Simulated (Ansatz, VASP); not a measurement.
Given: the input of a run of Ansatz 0.2.0 on AlN.

input.yaml

```yaml
crystal:
  lattice:
    - [0.0, 2.0612910439, 2.0612910439]
    - [2.0612910439, 0.0, 2.0612910439]
    - [2.0612910439, 2.0612910439, 0.0]
  atoms:
    - { symbol: Al, position: [0.5, 0.5, 0.5] }
    - { symbol: "N", position: [0.0, 0.0, 0.0] }
kpoints:
  mp_grid: { grid: [11, 11, 11] }
scf:
  occupations: { method: fermi_dirac, width: 0.05 }
hamiltonian:
  xc: lda
  pseudopotentials: { kind: all_electron, lapw: { basis_error: 0.001 } }
output:
  forces: true
  stress: true
  eigenvalues: true
```

Potentials or basis: all-electron LAPW, scalar-relativistic.

The run is started by

```console
$ ansatz run input.yaml --threads 1 --pin off --max-ram 3072MiB --backend cpu --events-out ev --progress --plain --runs-dir out
```

Question: Set up the same calculation for VASP 6.6.1. Potentials there: VASP PAW LDA potentials, release 64 (Al, N).

Answer: As run (the cutoff follows the program's own potentials):

The input INCAR:

```
SYSTEM = AlN
ALGO = Normal ; EDIFF = 1E-6
ENCUT = 520 ; GGA = CA
ISIF = 2 ; ISMEAR = -1
LASPH = .TRUE. ; LCHARG = .TRUE.
LELF = .TRUE. ; LREAL = .FALSE.
LVHAR = .TRUE. ; LWAVE = .FALSE.
NBANDS = 11 ; NELM = 80
PREC = Accurate ; SIGMA = 0.05
```

KPOINTS

```
k-points
0
G
  11 11 11
  0 0 0
```

POSCAR

```
AlN
1.0
    0.0000000000      2.0612910439      2.0612910439
    2.0612910439      0.0000000000      2.0612910439
    2.0612910439      2.0612910439      0.0000000000
Al N
1 1
Direct
    0.5000000000      0.5000000000      0.5000000000
    0.0000000000      0.0000000000      0.0000000000
```

Potentials or basis: VASP PAW LDA potentials, release 64 (Al, N).

Command:

```console
$ cat potpaw_LDA.64/Al/POTCAR potpaw_LDA.64/N/POTCAR > POTCAR
$ mpirun -np 1 vasp_std > vasp.out
```

Both were run:

|  | VASP | Ansatz | Ansatz less VASP |
| --- | --- | --- | --- |
| gap on the k mesh at the Fermi level (eV) | 4.04 | 4.05 | +0.001 |
| least direct gap on the mesh (eV) | 4.95 | 4.94 | -0.009 |
| pressure (GPa) | -18.9 | -19.2 | -0.31 |

LDA's correlation is that of Perdew and Zunger in VASP and of Perdew and Wang (1992) in Ansatz. Ansatz ran all-electron here, and VASP with PAW potentials.
